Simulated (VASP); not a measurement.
# ScIn3Rh (P1) in VASP: single point with PBE

Aim: the single point of ScIn3Rh with PBE.

Everything below comes from runs of VASP 6.6.1. Logs are shortened: lines on timing, memory, paths and dates and some standing lists are left out, and cuts for length are marked.

## Step 1: The cell of the first run

The typed cell holds 10 atoms: a = 5.180 Å, b = 5.182 Å, c = 9.249 Å, α = 90.13°, β = 90.06°, γ = 67.99°.

## Step 2: Single point, PBE

File INCAR:

```
SYSTEM = ScIn3Rh
PREC     = Accurate       ! precision mode
ENCUT    = 500            ! plane-wave cutoff, eV
EDIFF    = 1E-6           ! SCF threshold, eV
ISMEAR   = 0              ! smearing method
SIGMA    = 0.1            ! smearing width, eV
LREAL    = .False.        ! projectors in reciprocal space
LASPH    = .True.         ! aspherical terms in the spheres
NELM     = 120            ! most SCF steps
ALGO     = Normal         ! electronic algorithm
ISIF     = 2              ! what is computed and relaxed
LWAVE    = .False.        ! write WAVECAR
LCHARG   = .False.        ! write CHGCAR
GGA      = PE             ! functional
NBANDS   = 76             ! bands
GGA_COMPAT= .False.
```

File KPOINTS:

```
Automatic mesh
0
Gamma
  4 4 2
  0 0 0
```

File POSCAR:

```
ScIn3Rh
1.0
    5.1799349036      0.0457301592     -0.0234665607
    1.8994747866      4.8210452840     -0.0546153511
    0.0322308608      0.0688278363      9.2484281323
Sc In Rh
2 6 2
Direct
    0.6008122228      0.2172412584      0.2525259370
    0.7830583341      0.3989552957      0.7476512627
    0.3756860742      0.1714910553      0.9255760783
    0.3913404723      1.1432169944      0.5776379545
    0.2301329394      0.8631401777      0.2468073911
    0.1369797802      0.7699374765      0.7527463908
   -0.1435404672      0.6091638419      0.4228421240
    0.8279139619      0.6243579052      0.0742508896
    0.9025000572      0.0978095876      0.4999330431
    0.8951166249      0.1046864074      1.0000289292
```

Potentials or basis: VASP PAW PBE potentials, release 64 (Sc_sv, In_d, Rh_pv).

On the command line:

```console
$ cat potpaw_PBE.64/Sc_sv/POTCAR potpaw_PBE.64/In_d/POTCAR potpaw_PBE.64/Rh_pv/POTCAR > POTCAR
$ mpirun -np 1 vasp_std > vasp.out
```

OUTCAR:

```text
SYSTEM = ScIn3Rh
   PREC = Accurate
   ENCUT = 500
   EDIFF = 1E-6
   ISMEAR = 0
   LREAL = .False.
   LASPH = .True.
   NELM = 120
   ISIF = 2
   GGA = PE

 ion  position               nearest neighbor table
   1  0.601  0.217  0.253-   9 2.71  10 2.73   5 3.08   5 3.11   5 3.17   7 3.22   8 3.23   4 3.27
                             3 3.28   8 3.29   7 3.32
   2  0.783  0.399  0.748-   9 2.71  10 2.73   6 3.08   6 3.11   6 3.17   4 3.22   3 3.23   7 3.27
                             8 3.28   3 3.29   4 3.32
   3  0.376  0.171  0.926-  10 2.67  10 2.73   6 3.21   4 3.22   2 3.23   8 3.23   8 3.23   1 3.28
                             2 3.29   6 3.29   5 3.59
   4  0.391  0.143  0.578-   9 2.67   9 2.73   6 3.17   2 3.22   3 3.22   7 3.24   7 3.25   1 3.27
                             2 3.32   6 3.42   5 3.61   6 3.96
   5  0.230  0.863  0.247-  10 2.86   9 2.88   1 3.08   1 3.11   7 3.17   1 3.17   8 3.21   8 3.29
                             7 3.42   3 3.59   4 3.61   7 3.96
   6  0.137  0.770  0.753-  10 2.86   9 2.88   2 3.08   2 3.11   4 3.17   2 3.17   3 3.21   3 3.29
                             4 3.42   8 3.59   7 3.61   4 3.96
   7  0.856  0.609  0.423-   9 2.67   9 2.72   5 3.17   1 3.22   8 3.23   4 3.24   4 3.25   2 3.27
                             1 3.32   5 3.42   6 3.61   5 3.96
   8  0.828  0.624  0.074-  10 2.67  10 2.73   5 3.21   7 3.23   1 3.23   3 3.23   3 3.23   2 3.28
                             5 3.29   1 3.29   6 3.59
   9  0.903  0.098  0.500-   4 2.67   7 2.67   2 2.71   1 2.71   7 2.72   4 2.73   5 2.88   6 2.88

  10  0.895  0.105  0.000-   3 2.67   8 2.67   3 2.73   8 2.73   1 2.73   2 2.73   5 2.86   6 2.86

  LATTYP: Found a triclinic cell.
 ALAT       =     5.1820328957
 B/A-ratio  =     0.9996443514
 C/A-ratio  =     1.7847706851
 COS(alpha) =     0.0009794887
 COS(beta)  =     0.0023381743
 COS(gamma) =     0.3747927500

  Lattice vectors:

 A1 = (   1.8994747866,   4.8210452840,  -0.0546153511)
 A2 = (   5.1799349036,   0.0457301592,  -0.0234665607)
 A3 = (  -0.0322308608,  -0.0688278363,  -9.2484281323)

Analysis of symmetry for initial positions (statically):
=====================================================================
 Subroutine PRICEL returns:
 Original cell was already a primitive cell.

 Routine SETGRP: Setting up the symmetry group for a
 triclinic supercell.

 Subroutine GETGRP returns: Found  1 space group operations
 (whereof  1 operations were pure point group operations)
 out of a pool of  2 trial point group operations.

The static configuration has the point symmetry C_1 .

Analysis of symmetry for dynamics (positions and initial velocities):
=====================================================================
 Subroutine PRICEL returns:
 Original cell was already a primitive cell.

 Routine SETGRP: Setting up the symmetry group for a
 triclinic supercell.

 Subroutine GETGRP returns: Found  1 space group operations
 (whereof  1 operations were pure point group operations)
 out of a pool of  2 trial point group operations.

The dynamic configuration has the point symmetry C_1 .

 Subroutine INISYM returns: Found  1 space group operations
 (whereof  1 operations are pure point group operations),
 and found     1 'primitive' translations

----------------------------------------------------------------------------------------

                                     Primitive cell

  volume of cell :     230.1748

  direct lattice vectors                    reciprocal lattice vectors
     5.179934904  0.045730159 -0.023466561     0.193725988 -0.076328567 -0.000107091
     1.899474787  4.821045284 -0.054615351    -0.001844455  0.208133131 -0.001542522
     0.032230861  0.068827836  9.248428132     0.000480660  0.001035429  0.108117101

  length of vectors
     5.180189913  5.182032896  9.248740402     0.208220604  0.208147020  0.108123128

  position of ions in fractional coordinates (direct lattice)
     0.600812223  0.217241258  0.252525937
     0.783058334  0.398955296  0.747651263
     0.375686074  0.171491055  0.925576078
     0.391340472  0.143216994  0.577637954
     0.230132939  0.863140178  0.246807391
     0.136979780  0.769937476  0.752746391
     0.856459533  0.609163842  0.422842124
     0.827913962  0.624357905  0.074250890
     0.902500057  0.097809588  0.499933043
     0.895116625  0.104686407  0.000028929

  ion indices of the primitive-cell ions
   primitive index   ion index
                 1           1
                 2           2
                 3           3
                 4           4
                 5           5
                 6           6
                 7           7
                 8           8
                 9           9
                10          10

----------------------------------------------------------------------------------------

 KPOINTS: Automatic mesh

Automatic generation of k-mesh.
 Grid dimensions read from file:
 generate k-points for:    4    4    2

 Generating k-lattice:

  Cartesian coordinates                     Fractional coordinates (reciprocal lattice)
     0.048431497 -0.019082142 -0.000026773     0.250000000  0.000000000 -0.000000000
    -0.000461114  0.052033283 -0.000385631    -0.000000000  0.250000000 -0.000000000
     0.000240330  0.000517715  0.054058551    -0.000000000  0.000000000  0.500000000

  Length of vectors
     0.052055151  0.052036755  0.054061564

  Shift w.r.t. Gamma in fractional coordinates (k-lattice)
     0.000000000  0.000000000  0.000000000

 Subroutine IBZKPT returns following result:
 ===========================================

 Found     20 irreducible k-points:

 Following reciprocal coordinates:
            Coordinates               Weight
  0.000000  0.000000  0.000000      1.000000
  0.250000 -0.000000  0.000000      2.000000
  0.500000 -0.000000  0.000000      1.000000
 -0.000000  0.250000 -0.000000      2.000000
  0.250000  0.250000 -0.000000      2.000000
  0.500000  0.250000 -0.000000      2.000000
[... 12 lines left out ...]
  0.250000  0.500000  0.500000      2.000000
  0.500000  0.500000  0.500000      1.000000
   k-points           NKPTS =     20   k-points in BZ     NKDIM =     20   number of bands    NBANDS=     76
   number of dos      NEDOS =    301   number of ions     NIONS =     10
   total plane-waves  NPLWV = 112000
   dimension x,y,z NGX =    40 NGY =   40 NGZ =   70
   dimension x,y,z NGXF=    80 NGYF=   80 NGZF=  140
   ions per type =               2   6   2
   NGX,Y,Z   is equivalent  to a cutoff of  12.84, 12.83, 12.58 a.u.
   NGXF,Y,Z  is equivalent  to a cutoff of  25.67, 25.66, 25.16 a.u.
 SYSTEM =  ScIn3Rh
   PREC   = accura    normal or accurate (medium, high low for compatibility)
   ISTART =      0    job   : 0-new  1-cont  2-samecut
   ICHARG =      2    charge: 1-file 2-atom 10-const
   ISPIN  =      1    spin polarized calculation?
   LNONCOLLINEAR =      F non collinear calculations
   LSORBIT =      F    spin-orbit coupling
   LASPH  =      T    aspherical Exc in radial PAW
   ENCUT  =  500.0 eV  36.75 Ry    6.06 a.u.   9.44  9.45 16.86*2*pi/ulx,y,z
   NELM   =    120;   NELMIN=  2; NELMDL= -5     # of ELM steps
   EDIFF  = 0.1E-05   stopping-criterion for ELM
   LREAL  =      F    real-space projection
[... 7 lines left out ...]
   TEBEG  =    0.0;   TEEND  =   0.0 temperature during run
   PSTRESS=    0.0 pullay stress
   NELECT =     130.0000    total number of electrons
   NUPDOWN=      -1.0000    fix difference up-down
   EMIN   =  10.00;   EMAX   =-10.00  energy-range for DOS
   EFERMI =   0.00;   METHOD = LEGACY
   ISMEAR =     0;   SIGMA  =   0.10  broadening in eV -4-tet -1-fermi 0-gaus
   EFERMI_NEDOS =   21; number of points for ismear=-14 and -15
   IALGO  =     38    algorithm
   IMIX   =      4    mixing-type and parameters
     AMIX     =   0.40;   BMIX     =  1.00
     AMIX_MAG =   1.60;   BMIX_MAG =  1.00
  volume/ion in A,a.u.               =      23.02       155.33
  Fermi-wavevector in a.u.,A,eV,Ry     =   1.353225  2.557224 24.915230  1.831218
  Thomas-Fermi vector in A             =   2.480498
   LORBIT       =      0    0 simple, 1 ext, 2 COOP (PROOUT), +10 PAW based schemes
   GGA     = PE    functional components
   LHFCALC =     F    Hartree Fock is set to
   AEXX    =    0.0000 exact exchange contribution
   IVDW    =     0    specifies the selected vdW correction
   LEPSILON=     F    determine dielectric tensor
   LRPA    =     F    only Hartree local field effects (RPA)
 non-spin polarized calculation
 Gauss-broadening in eV      SIGMA  =   0.10
  energy-cutoff  :      500.00
  volume of cell :      230.17
 maximum number of plane-waves:      5864
 NGX is ok and might be reduce to    40
   NGX = 19   NGY = 19   NGZ = 33

 number of electron     129.9999975 magnetization

 Free energy of the ion-electron system (eV)
  ---------------------------------------------------
  ext. energy  EPLUGINS =         0.00000000
  ---------------------------------------------------
  free energy    TOTEN  =       -45.90351890 eV

  energy without entropy =      -45.87487389  energy(sigma->0) =      -45.88919639

 E-fermi :   7.2419     XC(G=0): -10.6275

 val. band max:        7.2260164281   @ k =  -0.0000  -0.0000   0.5000
 cond. band min:       7.2691658152   @ k =   0.2500   0.2500   0.5000
 fundamental gap:      0.0431493871
 Fermi energy:         7.2419026623

 k-point     1 :       0.0000    0.0000    0.0000
  band No.  band energies     occupation
      1     -42.7900      2.00000
      2     -42.7881      2.00000
      3     -38.8645      2.00000
      4     -38.8433      2.00000
      5     -38.7712      2.00000
      6     -38.7428      2.00000
[... 68 lines left out ...]
     75       9.4926      0.00000
     76       9.6273      0.00000

 k-point     2 :       0.2500   -0.0000    0.0000
  band No.  band energies     occupation
      1     -42.7900      2.00000
      2     -42.7881      2.00000
      3     -38.8647      2.00000
      4     -38.8436      2.00000
      5     -38.7712      2.00000
      6     -38.7428      2.00000
[... 68 lines left out ...]
     75       9.3811      0.00000
     76       9.5105      0.00000

 k-point     3 :       0.5000   -0.0000    0.0000
  band No.  band energies     occupation
      1     -42.7900      2.00000
      2     -42.7881      2.00000
      3     -38.8650      2.00000
      4     -38.8438      2.00000
      5     -38.7712      2.00000
      6     -38.7428      2.00000
[... 1332 lines left out ...]
     75       9.6610      0.00000
     76       9.7383      0.00000

 k-point    20 :       0.5000    0.5000    0.5000
  band No.  band energies     occupation
      1     -42.7895      2.00000
      2     -42.7885      2.00000
      3     -38.8654      2.00000
      4     -38.8443      2.00000
      5     -38.7711      2.00000
      6     -38.7429      2.00000
[... 68 lines left out ...]
     75       9.7253      0.00000
     76       9.7838      0.00000

------------------------ aborting loop because EDIFF is reached ----------------------------------------

  FORCE on cell =-STRESS in cart. coord.  units (eV):
  Direction    XX          YY          ZZ          XY          YZ          ZX
  --------------------------------------------------------------------------------------
  -------------------------------------------------------------------------------------
  Total       -0.0490864     -0.0013131     -0.0649255     -0.1040741      0.0497870      0.0250088
  in kB       -0.3416753     -0.0091404     -0.4519266     -0.7244286      0.3465524      0.1740785
  external PRESSURE =      -0.2675808 kB  Pullay stress =       0.0000000 kB

 VOLUME and BASIS-vectors are now :
 -----------------------------------------------------------------------------
  energy-cutoff  :      500.00
  volume of cell :      230.17
      direct lattice vectors                 reciprocal lattice vectors
     5.179934904  0.045730159 -0.023466561     0.193725988 -0.076328567 -0.000107091
     1.899474787  4.821045284 -0.054615351    -0.001844455  0.208133131 -0.001542522
     0.032230861  0.068827836  9.248428132     0.000480660  0.001035429  0.108117101

 POSITION                                       TOTAL-FORCE (eV/Angst)
 -----------------------------------------------------------------------------------
      3.53295      1.09219      2.30950        -0.000380      0.008955     -0.000264
      4.83809      2.01065      6.87443        -0.009125      0.004588      0.000157
      2.30160      0.90765      8.54194         0.006829     -0.008096      0.002990
      2.31777      0.74811      5.32524        -0.003454      0.002156     -0.013198
      2.83954      4.18875      2.23004        -0.019874     -0.003752      0.012322
      2.19628      3.76998      6.91646         0.005382      0.011094     -0.010407
      5.60712      3.00508      3.85726         0.006474     -0.008347      0.001193
      5.47689      3.05303      0.63318         0.009088     -0.003599      0.008769
      4.87679      0.54723      4.59707         0.011047     -0.009532      0.000109
      4.83550      0.54563     -0.02646        -0.005988      0.006533     -0.001670
 -----------------------------------------------------------------------------------
    total drift:                                0.000169     -0.000598     -0.000552

  FREE ENERGIE OF THE ION-ELECTRON SYSTEM (eV)
  ---------------------------------------------------
  free  energy   TOTEN  =       -45.9035188971 eV

  energy  without entropy=      -45.8748738922  energy(sigma->0) =      -45.88919639
```

It took 4.9 min on 1 thread of Intel Xeon 6975P-C (Granite Rapids), shared host; peak memory 0.48 GiB.

Results:

- Free energy: -45.9035 eV
- Pressure: 0.0 GPa
- Largest force: 0.024 eV/Å
- Band gap on the k mesh: zero (bands 65 and 66 overlap by 0.52 eV)

Forces on the atoms (eV/Å):
```
Sc   0.000  0.009  0.000
Sc  -0.009  0.005  0.000
In   0.007 -0.008  0.003
In  -0.003  0.002 -0.013
In  -0.020 -0.004  0.012
In   0.005  0.011 -0.010
In   0.006 -0.008  0.001
In   0.009 -0.004  0.009
Rh   0.011 -0.010  0.000
Rh  -0.006  0.007 -0.002
```

Stress tensor (GPa, compression positive):
```
-0.03 -0.07  0.02
-0.07  0.00  0.03
 0.02  0.03 -0.05
```

Levels at points of the mesh, in eV from the Fermi level:
```csv
k point,band 62,band 63,band 64,band 65,band 66,band 67,band 68,band 69
"(0.00, 0.00, 0.00)",-1.13,-0.49,-0.41,0.11,0.22,0.35,0.73,0.98
"(0.50, 0.00, 0.00)",-0.74,-0.48,-0.39,-0.14,0.16,0.35,0.68,0.96
"(0.00, 0.50, 0.00)",-0.74,-0.48,-0.39,-0.14,0.16,0.36,0.68,0.96
"(0.50, 0.50, 0.00)",-1.37,-0.92,-0.86,-0.17,0.17,0.39,0.51,0.91
"(0.00, 0.00, 0.50)",-0.78,-0.77,-0.73,-0.08,-0.02,0.55,0.61,1.16
"(0.50, 0.00, 0.50)",-1.18,-0.83,-0.67,-0.40,0.10,0.45,0.75,1.06
"(0.00, 0.50, 0.50)",-1.17,-0.83,-0.66,-0.39,0.09,0.45,0.76,1.06
"(0.50, 0.50, 0.50)",-1.60,-1.00,-0.95,-0.36,-0.34,0.46,0.47,0.83
```

Caveat: spin-orbit coupling is left out, which moves the levels of the heavy elements.
